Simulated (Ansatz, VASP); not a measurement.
## KBr in VASP and in Ansatz

```
K Br
1.0
     0.00000    3.29454    3.29454
     3.29454    0.00000    3.29454
     3.29454    3.29454    0.00000
K Br
1 1
Cartesian
  0.0000 0.0000 0.0000
  3.2945 3.2945 3.2945
```

Alike in both runs: task relaxation of cell and atoms; functional LDA; k mesh 6 × 6 × 6; occupations gaussian, width 0.02 eV; no spin polarisation.

```csv
,VASP,Ansatz
version,VASP 6.6.1,Ansatz 0.2.0
potentials or method,"VASP PAW LDA potentials, release 64 (K_sv, Br), cutoff 500 eV","scalar-relativistic, plane waves, PAW"
valence electrons in the cell,16,16
```

```tsv
	VASP	Ansatz	Ansatz less VASP
gap on the k mesh at the Fermi level, each at its own relaxed structure (eV)	4.32	4.32	+0.005
relaxed volume (Å³/atom)	32.48	32.33	-0.148
relaxed cell length with the largest relative difference (Å)	4.512	4.505	-0.0069
```

LDA's correlation is that of Perdew and Zunger in VASP and of Perdew and Wang (1992) in Ansatz.
